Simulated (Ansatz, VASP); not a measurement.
## Mg5O: VASP beside Ansatz

```
CELL_PARAMETERS angstrom
2.96154 1.70984 3.66566
-2.96154 1.70984 3.66566
0.00000 -3.41969 3.66566
ATOMIC_POSITIONS crystal
Mg 0.50000 0.50000 0.00000
Mg 0.00000 0.50000 0.50000
Mg 0.50000 0.00000 0.50000
Mg 0.87868 0.87868 0.87868
Mg 0.12132 0.12132 0.12132
O 0.50000 0.50000 0.50000
```

Alike in both runs: functional PBE; k mesh 4 × 4 × 4; occupations gaussian, width 0.2 eV; no spin polarisation.

Ansatz relaxed the structure, and its values are those at the end. VASP's run is a single point on that final structure, the one shown.

```csv
,VASP,Ansatz
version,VASP 6.6.1,Ansatz 0.2.0
potentials or method,"VASP PAW PBE potentials, release 64 (Mg, O), cutoff 600 eV","scalar-relativistic, plane waves, PAW"
valence electrons in the cell,16,56
```

|  | VASP | Ansatz | Ansatz less VASP |
| --- | --- | --- | --- |
| gap on the k mesh at the Fermi level (eV) | none | none | - |
| pressure (GPa) | -0.2 | 0.0 | +0.21 |
| rms of the force components (eV/Å) | 0.008 | 0.008 | +0.0005 |

A gap of «none» marks a metal or a gap that the smearing closes. VASP's potentials hold 16 valence electrons a cell and Ansatz's 56, so a difference there can come from the potentials and not from the codes.
